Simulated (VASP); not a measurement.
## Hf: relaxation of cell and atoms with PBE

Hf:

```
Hf
1.0
    -1.48900    1.48900    1.48900
     1.48900   -1.48900    1.48900
     1.48900    1.48900   -1.48900
Hf
1
Cartesian
  0.0000 0.0000 0.0000
```

```yaml
Program: VASP 6.6.1
Task: relaxation of cell and atoms
Functional: PBE
Potentials_or_basis: VASP PAW PBE potentials, release 64 (Hf_pv)
Cutoff: 600 eV
k_mesh: 18 × 18 × 18
Occupations: fermi-dirac, width 0.08 eV
Spin: no spin polarisation
Target_pressure: 140 GPa
Dipole_correction: no
Further_INCAR_settings: ALGO = Normal; EDIFF = 1e-07; IBRION = 2; EDIFFG = -0.005; NSW = 60; ISIF = 3
```

The relaxed volume is 12.79 Å³/atom. The relaxed cell is a = 2.552 Å, b = 2.552 Å, c = 2.552 Å, α = 109.47°, β = 109.47°, γ = 109.47° and the space group after relaxing (to 0.05 Å) is Im-3m (No. 229). The energy change on relaxing (the enthalpy is what falls) is +343.2 meV/atom. The ionic steps are 7. The pressure after relaxing is 140.0 GPa and the band gap on the k mesh is zero (band 5 reaches 10.75 eV, above the bottom of band 6 at 7.97 eV).

Step by step:
```csv
step,energy change (eV),largest force (eV/Å),pressure (GPa),volume (Å³)
1,0.0000,0.0000,124.62,13.21
2,2.5188,0.0000,245.92,10.93
3,0.3110,0.0000,138.54,12.83
4,0.3386,0.0000,139.79,12.79
5,0.3457,0.0000,140.12,12.79
6,0.3327,0.0000,139.54,12.80
7,0.3432,0.0000,140.01,12.79
```

Final structure:
```cif
data_structure
_symmetry_space_group_name_H-M 'P 1'
_symmetry_Int_Tables_number 1
_cell_length_a 2.5516
_cell_length_b 2.5516
_cell_length_c 2.5516
_cell_angle_alpha 109.471
_cell_angle_beta 109.471
_cell_angle_gamma 109.471
_cell_volume 12.79
loop_
_atom_site_label
_atom_site_type_symbol
_atom_site_fract_x
_atom_site_fract_y
_atom_site_fract_z
_atom_site_occupancy
Hf1 Hf 0.00000 0.00000 0.00000 1
```

Levels at points of the mesh, in eV from the Fermi level:
| k point | band 2 | band 3 | band 4 | band 5 | band 6 | band 7 | band 8 | band 9 |
| --- | --- | --- | --- | --- | --- | --- | --- | --- |
| (0.00, 0.00, 0.00) | -27.67 | -27.67 | -8.08 | 1.60 | 1.60 | 1.60 | 6.30 | 6.30 |
| (0.50, 0.00, 0.00) | -28.93 | -27.76 | -5.70 | -2.23 | 5.46 | 6.86 | 8.47 | 13.51 |
| (0.50, 0.50, 0.50) | -30.43 | -30.43 | -6.15 | -6.15 | 11.93 | 11.93 | 11.93 | 13.79 |

Wall time 49 s on 1 thread of Intel(R) Xeon(R) Platinum 8559C (Emerald Rapids) (shared host), peak memory 0.17 GiB.

Caveat: the cell is relaxed towards a set pressure, so the enthalpy falls and the energy may rise; spin-orbit coupling is left out, which moves the levels of the heavy elements.
